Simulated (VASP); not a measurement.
**CS2: single point with PBEsol**

The system is CS2.

```xyz
6
Lattice="2.6713 -2.4430 0.0000 2.6713 2.4430 0.0000 0.0000 0.0000 8.3926" Properties=species:S:1:pos:R:3 pbc="T T T"
S     2.6713    1.3617    7.2728
S     2.6713    1.0813    3.0765
S     2.6713   -1.0813    5.3161
S     2.6713   -1.3617    1.1198
C     2.6713    0.0000    4.1963
C     0.0000    0.0000    0.0000
```

```yaml
Program: VASP 6.6.1
Task: single point
Functional: PBEsol
Potentials_or_basis: VASP PAW PBE potentials, release 64 (S, C)
Cutoff: 520 eV
k_mesh: 6 × 6 × 3
Occupations: fermi-dirac, width 0.05 eV
Spin: no spin polarisation
```

```yaml
Pressure: 4.3 GPa
Largest_force: 0.226 eV/Å
Band_gap_on_the_k_mesh: 1.66 eV (least direct gap 1.77 eV)
```

Forces on the atoms (eV/Å):
```
S    0.000  0.154  0.165
S    0.000 -0.154  0.165
S    0.000  0.154 -0.165
S    0.000 -0.154 -0.165
C    0.000  0.000  0.000
C    0.000  0.000  0.000
```

Stress tensor (GPa, compression positive):
```
4.99 0.00 0.00
0.00 4.03 0.00
0.00 0.00 3.95
```

Levels at points of the mesh, in eV from the valence-band top:
```csv
k point,band 14,band 15,band 16,band 17,band 18,band 19
"(0.00, 0.00, 0.00)",-1.37,-1.31,-0.28,1.73,2.01,3.20
"(0.50, 0.00, 0.00)",-1.05,-0.44,-0.44,2.51,2.51,3.48
"(0.50, 0.50, 0.00)",-2.47,-1.10,-0.10,1.66,2.41,4.71
```

It took 83 s on 1 thread of Intel Xeon 8259CL, on a shared host, peak memory 0.23 GiB.

Caveat: the cell stands under pressure; this functional lacks dispersion, which holds the molecules together, so the pressure and a relaxed volume are unreliable; the PAW data sets were made with another functional, which shifts forces and pressure a little; an odd mesh through Γ misses points on the zone boundary, where band edges can lie.
